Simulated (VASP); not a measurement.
Here is a VASP 6.6.1 calculation.

Contents of INCAR:

```
PREC = Accurate ; ENCUT = 520
EDIFF = 1E-6 ; ISMEAR = -1
SIGMA = 0.15 ; LREAL = F
LASPH = T ; NELM = 60
ALGO = Normal ; ISIF = 2
LWAVE = F ; LCHARG = F
GGA = CA ; NBANDS = 14
```

KPOINTS

```
Automatic mesh
0
Gamma
  22 22 22
```

File POSCAR:

```
HfN
1.0
    0.0000000000      2.2344856022      2.2344856022
    2.2344856022      0.0000000000      2.2344856022
    2.2344856022      2.2344856022      0.0000000000
Hf N
1 1
Direct
    0.0000000000      0.0000000000      0.0000000000
    0.5000000000      0.5000000000      0.5000000000
```

Potentials or basis: VASP PAW LDA potentials, release 64 (Hf_pv, N).

Run with:

```console
$ cat potpaw_LDA.64/Hf_pv/POTCAR potpaw_LDA.64/N/POTCAR > POTCAR
$ mpirun -np 1 vasp_std > vasp.out
```

What does it give for the pressure?

-1.3 GPa.
